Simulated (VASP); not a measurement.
# Ta2Al3 (P6mm) in VASP: further runs, part 2 of 2

VASP 6.6.1. Earlier steps stand in the parts before.

## Step 3: Relaxation of cell and atoms, PBE

The input, INCAR:

```
PREC = Accurate
ENCUT = 600
EDIFF = 1E-6
ISMEAR = 0
SIGMA = 0.1
LREAL = False
LASPH = True
NELM = 80
ALGO = Normal
ISIF = 3
LWAVE = False
LCHARG = False
GGA = PE
IBRION = 2
NSW = 90
EDIFFG = -0.04
```

The input, KPOINTS:

```
regular mesh
0
Gamma
  6 6 4
```

The input, POSCAR:

```
Ta2Al3
1.0
    4.3625115600      0.0000000000      0.0000000000
   -2.1812557800      3.7780458400      0.0000000000
    0.0000000000      0.0000000000      5.4822684800
Ta Al
2 3
Direct
    0.0000000000      0.0000000000      0.4319758100
    0.0000000000      0.0000000000      0.8135988200
    0.5000000000      0.0000000000      0.6638710000
    0.0000000000      0.5000000000      0.6638710000
    0.5000000000      0.5000000000      0.6638710000
```

Potentials or basis: VASP PAW PBE potentials, release 64 (Ta_pv, Al).

Command:

```
cat potpaw_PBE.64/Ta_pv/POTCAR potpaw_PBE.64/Al/POTCAR > POTCAR
mpirun -np 1 vasp_std > vasp.out
```

OUTCAR:

```text
PREC = Accurate
   ENCUT = 600
   EDIFF = 1E-6
   ISMEAR = 0
   LREAL = False
   LASPH = True
   NELM = 80
   ISIF = 3
   GGA = PE
   IBRION = 2
   NSW = 90
   EDIFFG = -0.04

 ion  position               nearest neighbor table
   1  0.000  0.000  0.432-   2 2.09   3 2.52   3 2.52   5 2.52   4 2.52   4 2.52   5 2.52   2 3.39

   2  0.000  0.000  0.814-   1 2.09   3 2.33   3 2.33   5 2.33   4 2.33   4 2.33   5 2.33   1 3.39

   3  0.500  0.000  0.664-   4 2.18   5 2.18   5 2.18   4 2.18   2 2.33   2 2.33   1 2.52   1 2.52

   4  0.000  0.500  0.664-   5 2.18   5 2.18   3 2.18   3 2.18   2 2.33   2 2.33   1 2.52   1 2.52

   5  0.500  0.500  0.664-   4 2.18   4 2.18   3 2.18   3 2.18   2 2.33   2 2.33   1 2.52   1 2.52

  LATTYP: Found a hexagonal cell.
 ALAT       =     4.3625115600
 C/A-ratio  =     1.2566771239

  Lattice vectors:

 A1 = (   4.3625115600,   0.0000000000,   0.0000000000)
 A2 = (  -2.1812557800,   3.7780458400,   0.0000000000)
 A3 = (   0.0000000000,   0.0000000000,   5.4822684800)

Analysis of symmetry for initial positions (statically):
=====================================================================
 Subroutine PRICEL returns:
 Original cell was already a primitive cell.

 Routine SETGRP: Setting up the symmetry group for a
 hexagonal supercell.

 Subroutine GETGRP returns: Found 12 space group operations
 (whereof 12 operations were pure point group operations)
 out of a pool of 24 trial point group operations.

The static configuration has the point symmetry C_6v.

Analysis of symmetry for dynamics (positions and initial velocities):
=====================================================================
 Subroutine PRICEL returns:
 Original cell was already a primitive cell.

 Routine SETGRP: Setting up the symmetry group for a
 hexagonal supercell.

 Subroutine GETGRP returns: Found 12 space group operations
 (whereof 12 operations were pure point group operations)
 out of a pool of 24 trial point group operations.

The dynamic configuration has the point symmetry C_6v.

 Subroutine INISYM returns: Found 12 space group operations
 (whereof 12 operations are pure point group operations),
 and found     1 'primitive' translations

----------------------------------------------------------------------------------------

                                     Primitive cell

  volume of cell :      90.3575

  direct lattice vectors                    reciprocal lattice vectors
     4.362511560  0.000000000  0.000000000     0.229225754  0.132343550  0.000000000
    -2.181255780  3.778045840  0.000000000     0.000000000  0.264687101  0.000000000
     0.000000000  0.000000000  5.482268480     0.000000000  0.000000000  0.182406244

  length of vectors
     4.362511560  4.362511564  5.482268480     0.264687101  0.264687101  0.182406244

  position of ions in fractional coordinates (direct lattice)
     0.000000000  0.000000000  0.431975810
     0.000000000  0.000000000  0.813598820
     0.500000000  0.000000000  0.663871000
     0.000000000  0.500000000  0.663871000
     0.500000000  0.500000000  0.663871000

  ion indices of the primitive-cell ions
   primitive index   ion index
                 1           1
                 2           2
                 3           3
                 4           4
                 5           5

----------------------------------------------------------------------------------------

 KPOINTS: regular mesh

Automatic generation of k-mesh.
 Grid dimensions read from file:
 generate k-points for:    6    6    4

 Generating k-lattice:

  Cartesian coordinates                     Fractional coordinates (reciprocal lattice)
     0.038204292  0.022057258  0.000000000     0.166666667  0.000000000  0.000000000
     0.000000000  0.044114517  0.000000000     0.000000000  0.166666667  0.000000000
     0.000000000  0.000000000  0.045601561     0.000000000  0.000000000  0.250000000

  Length of vectors
     0.044114517  0.044114517  0.045601561

  Shift w.r.t. Gamma in fractional coordinates (k-lattice)
     0.000000000  0.000000000  0.000000000

 Subroutine IBZKPT returns following result:
 ===========================================

 Found     21 irreducible k-points:

 Following reciprocal coordinates:
            Coordinates               Weight
  0.000000  0.000000  0.000000      1.000000
  0.166667  0.000000  0.000000      6.000000
  0.333333  0.000000  0.000000      6.000000
  0.500000  0.000000  0.000000      3.000000
  0.166667  0.166667  0.000000      6.000000
  0.333333  0.166667  0.000000     12.000000
[... 13 lines left out ...]
  0.333333  0.166667  0.500000     12.000000
  0.333333  0.333333  0.500000      2.000000
   k-points           NKPTS =     21   k-points in BZ     NKDIM =     21   number of bands    NBANDS=     19
   number of dos      NEDOS =    301   number of ions     NIONS =      5
   total plane-waves  NPLWV =  62208
   dimension x,y,z NGX =    36 NGY =   36 NGZ =   48
   dimension x,y,z NGXF=    72 NGYF=   72 NGZF=   96
   ions per type =               2   3
   NGX,Y,Z   is equivalent  to a cutoff of  13.72, 13.72, 14.56 a.u.
   NGXF,Y,Z  is equivalent  to a cutoff of  27.44, 27.44, 29.11 a.u.
 SYSTEM =  unknown system
   PREC   = accura    normal or accurate (medium, high low for compatibility)
   ISTART =      0    job   : 0-new  1-cont  2-samecut
   ICHARG =      2    charge: 1-file 2-atom 10-const
   ISPIN  =      1    spin polarized calculation?
   LNONCOLLINEAR =      F non collinear calculations
   LSORBIT =      F    spin-orbit coupling
   LASPH  =      T    aspherical Exc in radial PAW
   ENCUT  =  600.0 eV  44.10 Ry    6.64 a.u.   8.71  8.71 10.95*2*pi/ulx,y,z
   NELM   =     80;   NELMIN=  2; NELMDL= -5     # of ELM steps
   EDIFF  = 0.1E-05   stopping-criterion for ELM
   LREAL  =      F    real-space projection
   EDIFFG = -.4E-01   stopping-criterion for IOM
   NSW    =     90    number of steps for IOM
   IBRION =      2    ionic relax: 0-MD 1-quasi-New 2-CG
   NFREE  =      1    steps in history (QN), initial steepest desc. (CG)
   ISIF   =      3    stress and relaxation
   ISYM   =      2    0-nonsym 1-usesym 2-fastsym
   POTIM  = 0.5000    time-step for ionic-motion
   TEBEG  =    0.0;   TEEND  =   0.0 temperature during run
   PSTRESS=    0.0 pullay stress
   NELECT =      31.0000    total number of electrons
   NUPDOWN=      -1.0000    fix difference up-down
   EMIN   =  10.00;   EMAX   =-10.00  energy-range for DOS
   EFERMI =   0.00;   METHOD = LEGACY
   ISMEAR =     0;   SIGMA  =   0.10  broadening in eV -4-tet -1-fermi 0-gaus
   EFERMI_NEDOS =   21; number of points for ismear=-14 and -15
   IALGO  =     38    algorithm
   IMIX   =      4    mixing-type and parameters
     AMIX     =   0.40;   BMIX     =  1.00
     AMIX_MAG =   1.60;   BMIX_MAG =  1.00
  volume/ion in A,a.u.               =      18.07       121.95
  Fermi-wavevector in a.u.,A,eV,Ry     =   1.146060  2.165739 17.870620  1.313454
  Thomas-Fermi vector in A             =   2.282746
   LORBIT       =      0    0 simple, 1 ext, 2 COOP (PROOUT), +10 PAW based schemes
   GGA     = PE    functional components
   LHFCALC =     F    Hartree Fock is set to
   AEXX    =    0.0000 exact exchange contribution
   IVDW    =     0    specifies the selected vdW correction
   LEPSILON=     F    determine dielectric tensor
   LRPA    =     F    only Hartree local field effects (RPA)
 conjugate gradient relaxation of ions
 non-spin polarized calculation
 Gauss-broadening in eV      SIGMA  =   0.10
  energy-cutoff  :      600.00
  volume of cell :       90.36
 maximum number of plane-waves:      3039
 NGX is ok and might be reduce to    36
   NGX = 17   NGY = 17   NGZ = 21

--------------------------------------- Ionic step        1  -------------------------------------------

 number of electron      31.0000002 magnetization

 Free energy of the ion-electron system (eV)
  ---------------------------------------------------
  ext. energy  EPLUGINS =         0.00000000
  ---------------------------------------------------
  free energy    TOTEN  =       -19.99099457 eV

  energy without entropy =      -19.98180719  energy(sigma->0) =      -19.98640088

 E-fermi :   6.0114     XC(G=0): -10.1607

 val. band max:        5.9839321334   @ k =   0.1667   0.0000   0.0000
 cond. band min:       6.0880670715   @ k =   0.3333   0.1667   0.5000
 fundamental gap:      0.1041349380
 Fermi energy:         6.0114211588
[... 1499 lines left out ...]
      6     -30.3282      2.00000
[... 11 lines left out ...]
     18       4.3900      0.00000
     19       4.3900      0.00000

[... ionic steps 4 to 18 ...]

--------------------------------------- Ionic step       19  -------------------------------------------

 number of electron      31.0000000 magnetization

------------------------ aborting loop because EDIFF is reached ----------------------------------------
[... 73 lines left out ...]
--------------------------------------- Ionic step       21  -------------------------------------------

 number of electron      31.0000007 magnetization

 Free energy of the ion-electron system (eV)
  ---------------------------------------------------
  ext. energy  EPLUGINS =         0.00000000
  ---------------------------------------------------
  free energy    TOTEN  =       -30.33421512 eV

  energy without entropy =      -30.31552929  energy(sigma->0) =      -30.32487220

 E-fermi :   3.8292     XC(G=0):  -9.4222

 val. band max:        3.8191135058   @ k =   0.3333   0.0000   0.5000
 cond. band min:       3.8664722124   @ k =   0.3333   0.0000   0.0000
 fundamental gap:      0.0473587066
 Fermi energy:         3.8291864939
[... 492 lines left out ...]
  FREE ENERGIE OF THE ION-ELECTRON SYSTEM (eV)
  ---------------------------------------------------
  free  energy   TOTEN  =       -30.3342151169 eV

  energy  without entropy=      -30.3155292926  energy(sigma->0) =      -30.32487220

 reached required accuracy - stopping structural energy minimisation
```

OSZICAR:

```text
N       E                     dE             d eps       ncg     rms          rms(c)
DAV:   1     0.249362232479E+03    0.24936E+03   -0.17142E+04   798   0.164E+03
DAV:   2    -0.144052234590E+02   -0.26377E+03   -0.25572E+03   933   0.393E+02
DAV:   3    -0.265917912580E+02   -0.12187E+02   -0.11526E+02  1080   0.689E+01
[... 256 lines left out ...]
DAV:   5    -0.303342110213E+02    0.78075E-04   -0.70578E-04  1094   0.283E-01    0.850E-02
DAV:   6    -0.303342158593E+02   -0.48380E-05   -0.24774E-04  1049   0.150E-01    0.394E-02
DAV:   7    -0.303342168038E+02   -0.94448E-06   -0.60819E-05  1005   0.664E-02    0.743E-03
DAV:   8    -0.303342151770E+02    0.16268E-05   -0.12729E-05   934   0.300E-02    0.358E-03
DAV:   9    -0.303342151169E+02    0.60149E-07   -0.81136E-07   476   0.746E-03
  21 F= -.30334215E+02 E0= -.30324872E+02  d E =-.314145E-01
```

Wall time 10 min (1 thread of Intel Xeon Platinum 8259CL at 2.50GHz (Skylake/Cascade Lake), shared host); peak memory 0.27 GiB.

What came out:

```yaml
Free_energy: -30.3342 eV
Relaxed_volume: 23.98 Å³/atom
Relaxed_cell: a = 5.347 Å, b = 5.347 Å, c = 4.844 Å, α = 90.00°, β = 90.00°, γ = 120.00°
Space_group_after_relaxing_to_0.05_Å: P6mm (No. 183)
Energy_gained_by_relaxing: 2068.6 meV/atom
Ionic_steps: 21
Pressure_after_relaxing: -0.1 GPa
Largest_force_after_relaxing: 0.035 eV/Å
```

Forces in eV/Å, atoms in the order of the input:
```
Ta   0.000  0.000  0.000
Ta   0.000  0.000 -0.035
Al   0.000  0.000  0.012
Al   0.000  0.000  0.012
Al   0.000  0.000  0.012
```

The path:
```
step  energy change (eV)  largest force (eV/Å)  pressure (GPa)  volume (Å³)
   1              0.0000               18.5917           79.72        90.36
   2             -0.7748                0.4878           -6.30       265.10
   3             -1.9424                1.2108           -8.45       235.78
   4             -3.2188                0.9411          -10.27       210.25
   5             -7.9633                2.1459           -7.94       142.08
   6             -8.5808                2.1977            9.29       114.30
   7             -8.7198                2.7117           -0.63       125.54
   8             -8.7575                2.6703            1.41       122.67
   9             -8.7601                2.6555            1.97       121.96
  10             -9.8208                1.9834           -2.64       128.33
  11            -10.0311                0.6376           -3.94       131.50
  12            -10.0915                2.1505            2.38       121.15
  13            -10.1394                0.9838           -0.36       125.11
  14            -10.2113                0.6319            0.39       121.93
  15            -10.2079                0.6185            5.45       112.51
  16            -10.2617                0.3824            1.55       118.53
  17            -10.2739                0.1373            2.85       115.99
  18            -10.3073                0.2769            2.34       116.32
  19            -10.3118                0.4994            2.17       116.48
  20            -10.3355                0.2652            1.02       118.18
  21            -10.3432                0.0352           -0.06       119.92
```

Final structure:
```
Ta Al
1.0
     5.34692    0.00000    0.00000
    -2.67346    4.63057    0.00000
     0.00000    0.00000    4.84351
Ta Al
2 3
Direct
  0.00000 0.00000 0.39797
  0.00000 0.00000 0.88413
  0.50000 0.00000 0.65169
  0.00000 0.50000 0.65169
  0.50000 0.50000 0.65169
```

Caveat: the volume moved by over 15 % at a fixed basis, so the end points are rough; spin-orbit coupling is left out, which moves the levels of the heavy elements.

## Step 4: Relaxation of cell and atoms, PBE

The input, INCAR:

```
PREC = Accurate
ENCUT = 500
EDIFF = 1E-7
ISMEAR = 0
SIGMA = 0.1
LREAL = False
LASPH = True
NELM = 120
ALGO = Normal
ISIF = 3
LWAVE = False
LCHARG = False
GGA = PE
IBRION = 2
NSW = 90
EDIFFG = -0.04
GGA_COMPAT = False
NELMIN = 4
```

KPOINTS is that of step 3.

POSCAR is that of step 3.

Potentials or basis: VASP PAW PBE potentials, release 64 (Ta_sv_GW, Al).

Command:

```
cat potpaw_PBE.64/Ta_sv_GW/POTCAR potpaw_PBE.64/Al/POTCAR > POTCAR
mpirun -np 1 vasp_std > vasp.out
```

It took 10 min on 1 thread of AMD EPYC 9R45 (Zen 5), shared host; peak memory 0.2 GiB.

It converged, with:

| Item | Value |
| --- | --- |
| Free energy | -35.2365 eV |
| Relaxed volume | 23.82 Å³/atom |
| Relaxed cell | a = 5.338 Å, b = 5.338 Å, c = 4.826 Å, α = 90.00°, β = 90.00°, γ = 120.00° |
| Space group after relaxing (to 0.05 Å) | P6mm (No. 183) |
| Energy gained by relaxing | 2050.2 meV/atom |
| Ionic steps | 19 |
| Pressure after relaxing | 0.1 GPa |
| Largest force after relaxing | 0.036 eV/Å |

Forces on the atoms (eV/Å):
```
Ta   0.000  0.000 -0.009
Ta   0.000  0.000 -0.036
Al   0.000  0.000  0.015
Al   0.000  0.000  0.015
Al   0.000  0.000  0.015
```

Stress tensor (GPa, compression positive):
```
0.00 0.00 0.00
0.00 0.00 0.00
0.00 0.00 0.20
```

Step by step:
```tsv
step	energy change (eV)	largest force (eV/Å)	pressure (GPa)	volume (Å³)
1	0.0000	18.7559	79.41	90.36
2	1.9458	0.2758	-16.14	264.22
3	-7.6213	1.8500	-8.46	143.53
4	-8.0564	2.2380	-6.39	136.46
5	-8.4159	2.3165	8.58	114.08
6	-8.5388	2.6485	0.05	123.62
7	-8.5595	2.6106	1.56	121.55
8	-9.6219	2.2754	-2.93	127.52
9	-9.9140	0.8122	-4.62	131.04
10	-9.9258	0.4927	-4.79	131.55
11	-9.9977	3.1587	3.30	118.97
12	-10.0872	1.2578	-0.69	123.82
13	-10.1955	0.5931	0.85	119.13
14	-10.2145	0.4349	2.25	116.45
15	-10.2276	0.8686	-0.83	119.94
16	-10.2463	0.3248	0.35	118.43
17	-10.2490	0.2027	-0.11	119.49
18	-10.2511	0.0415	0.09	119.07
19	-10.2511	0.0358	0.07	119.08
```

Final structure:
```
Ta Al
1.0
     5.33768    0.00000    0.00000
    -2.66884    4.62257    0.00000
     0.00000    0.00000    4.82624
Ta Al
2 3
Direct
  0.00000 0.00000 0.39575
  0.00000 0.00000 0.88261
  0.50000 0.00000 0.65294
  0.00000 0.50000 0.65294
  0.50000 0.50000 0.65294
```

Levels at points of the mesh, in eV from the Fermi level:
```
           k point  band 14  band 15  band 16  band 17  band 18  band 19  band 20  band 21
(0.00, 0.00, 0.00)    -3.41    -2.83    -2.10    -0.08    -0.08     0.35     0.85     0.85
(0.50, 0.00, 0.00)    -2.69    -1.67    -1.44    -0.69     0.26     0.88     1.15     1.61
(0.00, 0.00, 0.50)    -2.97    -2.69    -0.38    -0.38     0.30     0.30     0.66     1.09
(0.50, 0.00, 0.50)    -1.95    -1.20    -0.24    -0.10    -0.04     0.60     0.95     1.17
```

Caveat: the volume moved by over 15 % at a fixed basis, so the end points are rough; spin-orbit coupling is left out, which moves the levels of the heavy elements.

## Step 5: Overview

| task | potentials or basis | cell | cutoff (eV) | second run | gap on the mesh (eV) | pressure (GPa) | relaxed volume (Å³/atom) | largest force (eV/Å) |
| --- | --- | --- | --- | --- | --- | --- | --- | --- |
| single point | VASP PAW PBE potentials, release 64 (Ta_pv, Al) | as given | 520 | - | none | 79.7 | - | 18.59 |
| relaxation of cell and atoms | VASP PAW PBE potentials, release 64 (Ta_pv, Al) | relaxed | 600 | - | none | -0.1 | 23.98 | 0.04 |
| relaxation of cell and atoms | VASP PAW PBE potentials, release 64 (Ta_sv_GW, Al) | relaxed | 500 | valence_matched | none | 0.1 | 23.82 | 0.04 |

Alike in all rows: level PBE; no spin polarisation; k mesh 6 × 6 × 4; smearing gaussian 0.1 eV.

Caveats: spin-orbit coupling is left out, which moves the levels of the heavy elements; the volume moved by over 15 % at a fixed basis, so the end points are rough (some runs); forces of over 1 eV/Å act on the atoms, so gaps and moduli don't describe the material at rest (some runs).

Absolute energies hang on the potentials; compare differences alone.
